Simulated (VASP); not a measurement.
# Al2Te2O (P-3m1) in VASP: further runs

The runs below take Al2Te2O through single point, relaxation of cell and atoms, with PBE.

All numbers are computed with VASP 6.6.1; they aren't measurements. Logs are shortened: lines on timing, memory, paths and dates and some standing lists are left out, and cuts for length are marked.

### 1 The cell of the first run

It takes space group P-3m1 (No. 164, trigonal). The conventional cell has a = 3.575 Å, b = 3.575 Å, c = 10.107 Å, α = 90.00°, β = 90.00°, γ = 120.00°. Within 3.2 Å of Al (site symmetry 3m) lie 3 O at 2.37 Å and 3 Te at 2.70 Å and 3 Al at 3.12 Å. Within 3.6 Å of Te (site symmetry 3m) lie 3 Al at 2.70 Å and 3 O at 3.57 Å and 6 Te at 3.58 Å. Within 3.1 Å of O (site symmetry -3m) lie 6 Al at 2.37 Å.

The cell was built from a structure type or drawn by symmetry, and may not be a known phase.

### 2 Single point, PBE

INCAR

```
PREC = Accurate
ENCUT = 520
EDIFF = 1E-6
ISMEAR = 0
SIGMA = 0.1
LREAL = F
LASPH = T
NELM = 100
ALGO = Normal
ISIF = 2
LWAVE = F
LCHARG = T
GGA = PE
LELF = T
LVHAR = T
NBANDS = 20
```

KPOINTS

```
regular mesh
0
Gamma
  12 12 4
```

POSCAR

```
Al2Te2O
1.0
    3.5751267314      0.0000000000      0.0000000000
   -1.7875633657      3.0961505712      0.0000000000
    0.0000000000      0.0000000000     10.1072252556
Al Te O
2 2 1
Direct
    0.3333333333      0.6666666667      0.1160389046
    0.6666666667      0.3333333333      0.8839610954
    0.3333333333      0.6666666667      0.7122234793
    0.6666666667      0.3333333333      0.2877765207
    0.0000000000      0.0000000000      0.0000000000
```

Potentials or basis: VASP PAW PBE potentials, release 64 (Al, Te, O).

Launch:

```console
$ cat potpaw_PBE.64/Al/POTCAR potpaw_PBE.64/Te/POTCAR potpaw_PBE.64/O/POTCAR > POTCAR
$ mpirun -np 1 vasp_std > vasp.out
```

OUTCAR:

```text
PREC = Accurate
   ENCUT = 520
   EDIFF = 1E-6
   ISMEAR = 0
   LREAL = F
   LASPH = T
   NELM = 100
   ISIF = 2
   GGA = PE

 ion  position               nearest neighbor table
   1  0.333  0.667  0.116-   5 2.37   5 2.37   5 2.37   4 2.70   4 2.70   4 2.70   2 3.12   2 3.12
                             2 3.12
   2  0.667  0.333  0.884-   5 2.37   5 2.37   5 2.37   3 2.70   3 2.70   3 2.70   1 3.12   1 3.12
                             1 3.12
   3  0.333  0.667  0.712-   2 2.70   2 2.70   2 2.70
   4  0.667  0.333  0.288-   1 2.70   1 2.70   1 2.70
   5  0.000  0.000  0.000-   1 2.37   2 2.37   2 2.37   1 2.37   2 2.37   1 2.37

  LATTYP: Found a hexagonal cell.
 ALAT       =     3.5751267314
 C/A-ratio  =     2.8270956570

  Lattice vectors:

 A1 = (   3.5751267314,   0.0000000000,   0.0000000000)
 A2 = (  -1.7875633657,   3.0961505712,   0.0000000000)
 A3 = (   0.0000000000,   0.0000000000,  10.1072252556)

Analysis of symmetry for initial positions (statically):
=====================================================================
 Subroutine PRICEL returns:
 Original cell was already a primitive cell.

 Routine SETGRP: Setting up the symmetry group for a
 hexagonal supercell.

 Subroutine GETGRP returns: Found 12 space group operations
 (whereof 12 operations were pure point group operations)
 out of a pool of 24 trial point group operations.

The static configuration has the point symmetry D_3d.

Analysis of symmetry for dynamics (positions and initial velocities):
=====================================================================
 Subroutine PRICEL returns:
 Original cell was already a primitive cell.

 Routine SETGRP: Setting up the symmetry group for a
 hexagonal supercell.

 Subroutine GETGRP returns: Found 12 space group operations
 (whereof 12 operations were pure point group operations)
 out of a pool of 24 trial point group operations.

The dynamic configuration has the point symmetry D_3d.

 Subroutine INISYM returns: Found 12 space group operations
 (whereof 12 operations are pure point group operations),
 and found     1 'primitive' translations

----------------------------------------------------------------------------------------

                                     Primitive cell

  volume of cell :     111.8782

  direct lattice vectors                    reciprocal lattice vectors
     3.575126731  0.000000000  0.000000000     0.279710364  0.161490854  0.000000000
    -1.787563366  3.096150571  0.000000000     0.000000000  0.322981708  0.000000000
     0.000000000  0.000000000 10.107225256     0.000000000  0.000000000  0.098939123

  length of vectors
     3.575126731  3.575126731 10.107225256     0.322981708  0.322981708  0.098939123

  position of ions in fractional coordinates (direct lattice)
     0.333333333  0.666666667  0.116038905
     0.666666667  0.333333333  0.883961095
     0.333333333  0.666666667  0.712223479
     0.666666667  0.333333333  0.287776521
     0.000000000  0.000000000  0.000000000

  ion indices of the primitive-cell ions
   primitive index   ion index
                 1           1
                 2           2
                 3           3
                 4           4
                 5           5

----------------------------------------------------------------------------------------

 KPOINTS: regular mesh

Automatic generation of k-mesh.
 Grid dimensions read from file:
 generate k-points for:   12   12    4

 Generating k-lattice:

  Cartesian coordinates                     Fractional coordinates (reciprocal lattice)
     0.023309197  0.013457571  0.000000000     0.083333333  0.000000000  0.000000000
     0.000000000  0.026915142  0.000000000     0.000000000  0.083333333  0.000000000
     0.000000000  0.000000000  0.024734781     0.000000000  0.000000000  0.250000000

  Length of vectors
     0.026915142  0.026915142  0.024734781

  Shift w.r.t. Gamma in fractional coordinates (k-lattice)
     0.000000000  0.000000000  0.000000000

 Subroutine IBZKPT returns following result:
 ===========================================

 Found     69 irreducible k-points:

 Following reciprocal coordinates:
            Coordinates               Weight
  0.000000  0.000000  0.000000      1.000000
  0.083333  0.000000  0.000000      6.000000
  0.166667  0.000000  0.000000      6.000000
  0.250000  0.000000  0.000000      6.000000
  0.333333  0.000000  0.000000      6.000000
  0.416667  0.000000  0.000000      6.000000
[... 16 lines left out ...]
  0.166667  0.000000  0.250000      6.000000
  0.000000  0.166667  0.250000      6.000000
 [... further k-points ...]
   k-points           NKPTS =     69   k-points in BZ     NKDIM =     69   number of bands    NBANDS=     20
   number of dos      NEDOS =    301   number of ions     NIONS =      5
   total plane-waves  NPLWV =  62720
   dimension x,y,z NGX =    28 NGY =   28 NGZ =   80
   dimension x,y,z NGXF=    56 NGYF=   56 NGZF=  160
   ions per type =               2   2   1
   NGX,Y,Z   is equivalent  to a cutoff of  13.02, 13.02, 13.16 a.u.
   NGXF,Y,Z  is equivalent  to a cutoff of  26.04, 26.04, 26.32 a.u.
 SYSTEM =  unknown system
   PREC   = accura    normal or accurate (medium, high low for compatibility)
   ISTART =      0    job   : 0-new  1-cont  2-samecut
   ICHARG =      2    charge: 1-file 2-atom 10-const
   ISPIN  =      1    spin polarized calculation?
   LNONCOLLINEAR =      F non collinear calculations
   LSORBIT =      F    spin-orbit coupling
   LASPH  =      T    aspherical Exc in radial PAW
   ENCUT  =  520.0 eV  38.22 Ry    6.18 a.u.   6.65  6.65 18.79*2*pi/ulx,y,z
   NELM   =    100;   NELMIN=  2; NELMDL= -5     # of ELM steps
   EDIFF  = 0.1E-05   stopping-criterion for ELM
   LREAL  =      F    real-space projection
   EDIFFG = 0.1E-04   stopping-criterion for IOM
   NSW    =      0    number of steps for IOM
   IBRION =     -1    ionic relax: 0-MD 1-quasi-New 2-CG
   NFREE  =      0    steps in history (QN), initial steepest desc. (CG)
   ISIF   =      2    stress and relaxation
   ISYM   =      2    0-nonsym 1-usesym 2-fastsym
   POTIM  = 0.5000    time-step for ionic-motion
   TEBEG  =    0.0;   TEEND  =   0.0 temperature during run
   PSTRESS=    0.0 pullay stress
   NELECT =      24.0000    total number of electrons
   NUPDOWN=      -1.0000    fix difference up-down
   EMIN   =  10.00;   EMAX   =-10.00  energy-range for DOS
   EFERMI =   0.00;   METHOD = LEGACY
   ISMEAR =     0;   SIGMA  =   0.10  broadening in eV -4-tet -1-fermi 0-gaus
   EFERMI_NEDOS =   21; number of points for ismear=-14 and -15
   IALGO  =     38    algorithm
   IMIX   =      4    mixing-type and parameters
     AMIX     =   0.40;   BMIX     =  1.00
     AMIX_MAG =   1.60;   BMIX_MAG =  1.00
  volume/ion in A,a.u.               =      22.38       151.00
  Fermi-wavevector in a.u.,A,eV,Ry     =   0.980009  1.851949 13.067277  0.960418
  Thomas-Fermi vector in A             =   2.110906
   LORBIT       =      0    0 simple, 1 ext, 2 COOP (PROOUT), +10 PAW based schemes
   GGA     = PE    functional components
   LHFCALC =     F    Hartree Fock is set to
   AEXX    =    0.0000 exact exchange contribution
   IVDW    =     0    specifies the selected vdW correction
   LEPSILON=     F    determine dielectric tensor
   LRPA    =     F    only Hartree local field effects (RPA)
 non-spin polarized calculation
 Gauss-broadening in eV      SIGMA  =   0.10
  energy-cutoff  :      520.00
  volume of cell :      111.88
 maximum number of plane-waves:      3060
 NGX is ok and might be reduce to    28
   NGX = 13   NGY = 13   NGZ = 37

 number of electron      24.0000005 magnetization

 Free energy of the ion-electron system (eV)
  ---------------------------------------------------
  ext. energy  EPLUGINS =         0.00000000
  ---------------------------------------------------
  free energy    TOTEN  =       -21.31604109 eV

  energy without entropy =      -21.30748428  energy(sigma->0) =      -21.31176269

 E-fermi :   6.1322     XC(G=0):  -9.2712

 val. band max:        6.1117868997   @ k =  -0.0833   0.2500   0.2500
 cond. band min:       6.1408223828   @ k =   0.2500   0.0000   0.2500
 fundamental gap:      0.0290354831
 Fermi energy:         6.1322075483

 k-point     1 :       0.0000    0.0000    0.0000
  band No.  band energies     occupation
      1     -13.2239      2.00000
      2      -6.6992      2.00000
      3      -6.6301      2.00000
      4      -0.2506      2.00000
      5       0.4167      2.00000
      6       1.5883      2.00000
[... 12 lines left out ...]
     19      11.8937      0.00000
     20      12.2823      0.00000

 k-point     2 :       0.0833    0.0000    0.0000
  band No.  band energies     occupation
      1     -13.2014      2.00000
      2      -6.6088      2.00000
      3      -6.5468      2.00000
      4      -0.1835      2.00000
      5       0.2352      2.00000
      6       1.5419      2.00000
[... 12 lines left out ...]
     19      11.9863      0.00000
     20      12.5070      0.00000

 k-point     3 :       0.1667    0.0000    0.0000
  band No.  band energies     occupation
      1     -13.1392      2.00000
      2      -6.3433      2.00000
      3      -6.3026      2.00000
      4      -0.2014      2.00000
      5       0.0054      2.00000
      6       1.4193      2.00000
[... 12 lines left out ...]
     19      11.8936      0.00000
     20      12.5304      0.00000

 k-point     4 :       0.2500    0.0000    0.0000
  band No.  band energies     occupation
      1     -13.0523      2.00000
      2      -5.9255      2.00000
      3      -5.9157      2.00000
      4      -0.7042      2.00000
      5       0.2520      2.00000
      6       1.2611      2.00000
[... 429 lines left out ...]
 k-point    23 :       0.1667    0.0000    0.2500
  band No.  band energies     occupation
      1     -13.1392      2.00000
      2      -6.3770      2.00000
      3      -6.2673      2.00000
      4      -0.2044      2.00000
      5      -0.0214      2.00000
      6       1.4194      2.00000
[... 12 lines left out ...]
     19      12.3195      0.00000
     20      12.8085      0.00000

 k-point    24 :       0.0000    0.1667    0.2500
  band No.  band energies     occupation
      1     -13.1392      2.00000
      2      -6.3780      2.00000
      3      -6.2662      2.00000
      4      -0.1721      2.00000
      5      -0.0641      2.00000
      6       1.4194      2.00000
[... 12 lines left out ...]
     19      12.4022      0.00000
     20      12.8361      0.00000

 [... further k-points ...]

------------------------ aborting loop because EDIFF is reached ----------------------------------------

  FORCE on cell =-STRESS in cart. coord.  units (eV):
  Direction    XX          YY          ZZ          XY          YZ          ZX
  --------------------------------------------------------------------------------------
  -------------------------------------------------------------------------------------
  Total        0.0300104      0.0300104      0.0617994     -0.0000000     -0.0000000      0.0000000
  in kB        0.4297714      0.4297714      0.8850118     -0.0000000     -0.0000000      0.0000000
  external PRESSURE =       0.5815182 kB  Pullay stress =       0.0000000 kB

 VOLUME and BASIS-vectors are now :
 -----------------------------------------------------------------------------
  energy-cutoff  :      520.00
  volume of cell :      111.88
      direct lattice vectors                 reciprocal lattice vectors
     3.575126731  0.000000000  0.000000000     0.279710364  0.161490854  0.000000000
    -1.787563366  3.096150571  0.000000000     0.000000000  0.322981708  0.000000000
     0.000000000  0.000000000 10.107225256     0.000000000  0.000000000  0.098939123

 POSITION                                       TOTAL-FORCE (eV/Angst)
 -----------------------------------------------------------------------------------
     -0.00000      2.06410      1.17283        -0.000000      0.000000     -0.023720
      1.78756      1.03205      8.93439         0.000000     -0.000000      0.023720
     -0.00000      2.06410      7.19860        -0.000000      0.000000     -0.025673
      1.78756      1.03205      2.90862        -0.000000      0.000000      0.025673
      0.00000      0.00000      0.00000         0.000000      0.000000      0.000000
 -----------------------------------------------------------------------------------
    total drift:                                0.000000     -0.000000     -0.000000

  FREE ENERGIE OF THE ION-ELECTRON SYSTEM (eV)
  ---------------------------------------------------
  free  energy   TOTEN  =       -21.3160410947 eV

  energy  without entropy=      -21.3074842838  energy(sigma->0) =      -21.31176269
```

Wall time 78 s (1 thread of AMD EPYC 9R45 (Zen 5), shared host); peak memory 0.3 GiB.

What came out:

```yaml
Free_energy: -21.3160 eV
Pressure: 0.1 GPa
Largest_force: 0.026 eV/Å
Band_gap_on_the_k_mesh: zero (bands 12 and 13 overlap by 1.70 eV)
```

Forces in eV/Å, atoms in the order of the input:
```
Al   0.000  0.000 -0.024
Al   0.000  0.000  0.024
Te   0.000  0.000 -0.026
Te   0.000  0.000  0.026
O    0.000  0.000  0.000
```

Levels at points of the mesh, in eV from the Fermi level:
```csv
k point,band 9,band 10,band 11,band 12,band 13,band 14,band 15,band 16
"(0.00, 0.00, 0.00)",-1.66,0.85,0.85,0.99,0.99,4.41,4.52,4.64
"(0.50, 0.00, 0.00)",-2.81,-2.08,-0.97,-0.82,-0.70,1.70,2.89,3.40
"(0.00, 0.00, 0.50)",-1.04,0.87,0.87,0.97,0.97,3.04,4.64,4.64
"(0.50, 0.00, 0.50)",-3.02,-1.79,-1.02,-0.77,-0.68,1.34,3.34,3.55
```

Caveat: spin-orbit coupling is left out, which moves the levels of the heavy elements; this functional lacks dispersion, which binds the layers, so the pressure and a relaxed spacing across them are unreliable.

[end of part 1 of 2]
